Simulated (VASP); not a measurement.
Wanted: the native input for a VASP 6.6.1 run.

```yaml
Task: single point
Functional: PBE
Potentials_or_basis: VASP PAW PBE potentials, release 64 (Sb)
Cutoff: 520 eV
k_mesh: 12 × 12 × 12
Occupations: gaussian, width 0.016 eV
Spin: no spin polarisation
Dipole_correction: no
Further_INCAR_settings: ALGO = Normal; EDIFF = 1e-06; NBANDS = 8
```

The structure of Sb lies in POSCAR:

```
Sb
1.0
   -1.5765401831      1.5765401831      2.7119384313
    1.5765401831     -1.5765401831      2.7119384313
    1.5765401831      1.5765401831     -2.7119384313
Sb
1
Direct
    0.0000000000      0.0000000000      0.0000000000
```

One way to write it, as run:

INCAR

```
SYSTEM = Sb
ALGO     = Normal         ! electronic algorithm
EDIFF    = 1E-6           ! SCF threshold, eV
ENCUT    = 520            ! plane-wave cutoff, eV
GGA      = PE             ! functional
ISIF     = 2              ! what is computed and relaxed
ISMEAR   = 0              ! smearing method
LASPH    = .TRUE.         ! aspherical terms in the spheres
LCHARG   = .TRUE.         ! write CHGCAR
LELF     = .TRUE.         ! ELF
LREAL    = .FALSE.        ! projectors in reciprocal space
LVHAR    = .TRUE.       
LWAVE    = .FALSE.        ! write WAVECAR
NBANDS   = 8              ! bands
NELM     = 100            ! most SCF steps
PREC     = Accurate       ! precision mode
SIGMA    = 0.016          ! smearing width, eV
```

KPOINTS

```
k-points
0
G
  12 12 12
  0 0 0
```

Potentials or basis: VASP PAW PBE potentials, release 64 (Sb).

The run is started by

```console
$ cat potpaw_PBE.64/Sb/POTCAR > POTCAR
$ mpirun -np 1 vasp_std > vasp.out
```

It gave:

```json
{
 "Pressure": "1.7 GPa"
}
```

It took 20 s on 1 thread of Intel(R) Xeon(R) 6975P-C (Granite Rapids), on a shared host, peak memory 0.17 GiB.
